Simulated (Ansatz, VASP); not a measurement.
**Ru in VASP and in Ansatz**

File INCAR:

```
PREC = Accurate ; ENCUT = 520
EDIFF = 1E-7 ; ISMEAR = 0
SIGMA = 0.15 ; LREAL = F
LASPH = T ; NELM = 100
ALGO = Fast ; ISIF = 2
LWAVE = F ; LCHARG = F
GGA = PE ; NBANDS = 21
```

File KPOINTS:

```
Automatic mesh
0
Gamma
  30 30 16
```

File POSCAR:

```
Ru
1.0
    2.6761460453      0.0000000000      0.0000000000
   -1.3380730227      2.3176104595      0.0000000000
    0.0000000000      0.0000000000      4.4388273740
Ru
2
Direct
    0.3333333333      0.6666666667      0.2500000000
    0.6666666667      0.3333333333      0.7500000000
```

Input for Ansatz:

```yaml
crystal:
  lattice:
    - [2.6761460453, 0.0, 0.0]
    - [-1.3380730227, 2.3176104595, 0.0]
    - [0.0, 0.0, 4.438827374]
  atoms:
    - { symbol: Ru, position: [0.3333333333, 0.6666666667, 0.25] }
    - { symbol: Ru, position: [0.6666666667, 0.3333333333, 0.75] }
basis:
  ecutwfc: 420
kpoints:
  mp_grid: { grid: [30, 30, 16] }
hamiltonian:
  xc: pbe
scf:
  occupations: { method: gaussian, width: 0.15 }
output:
  forces: true
  stress: true
  eigenvalues: true
```

Alike in both runs: task single point; functional PBE; k mesh 30 × 30 × 16; occupations gaussian, width 0.15 eV; no spin polarisation.

```csv
,VASP,Ansatz
version,VASP 6.6.1,Ansatz 0.2.0
potentials or method,"VASP PAW PBE potentials, release 64 (Ru_pv), cutoff 520 eV","scalar-relativistic, plane waves, PAW"
valence electrons in the cell,28,32
```

|  | VASP | Ansatz | Ansatz less VASP |
| --- | --- | --- | --- |
| gap on the k mesh at the Fermi level (eV) | none | none | - |
| pressure (GPa) | 0.2 | 0.3 | +0.10 |
| traceless stress, the component that is largest in VASP (GPa) | -15.21 | -15.23 | -0.023 |

A gap of «none» marks a metal or a gap that the smearing closes. With one functional, cell and mesh, what is left measures potentials, basis and numerics. VASP's potentials hold 28 valence electrons a cell and Ansatz's 32, so a difference there can come from the potentials and not from the codes.
